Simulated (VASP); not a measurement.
Runs of VASP 6.6.1 on AlAs. The structure is that of space group F-43m (No. 216), or close to it. The cells are those of the table. 

```csv
cell,gap on the mesh (eV),pressure (GPa)
"a = 3.935 Å, angles 60.0°, 2 atoms",1.70,(a)
"a = 4.055 Å, angles 60.0°, 2 atoms",1.85,-2.2
"a = 3.976 Å, angles 60.0°, 2 atoms",(b),2.4
"a = 4.094 Å, angles 60.0°, 2 atoms",1.89,-4.0
"a = 4.016 Å, angles 60.0°, 2 atoms",1.80,-0.1
```

Alike in all rows: task single point; level r2SCAN; potentials or basis VASP PAW PBE potentials, release 64 (Al, As); no spin polarisation; k mesh 6 × 6 × 6; cutoff (eV) 550; smearing gaussian 0.01 eV.

Problem. Estimate the missing entries.

Solution. (a) 5.2; (b) 1.76.

Caveats: the PAW data sets were made with another functional, which shifts forces and pressure a little.

A k mesh can miss the band edges, and the runs leave out spin-orbit coupling on As.
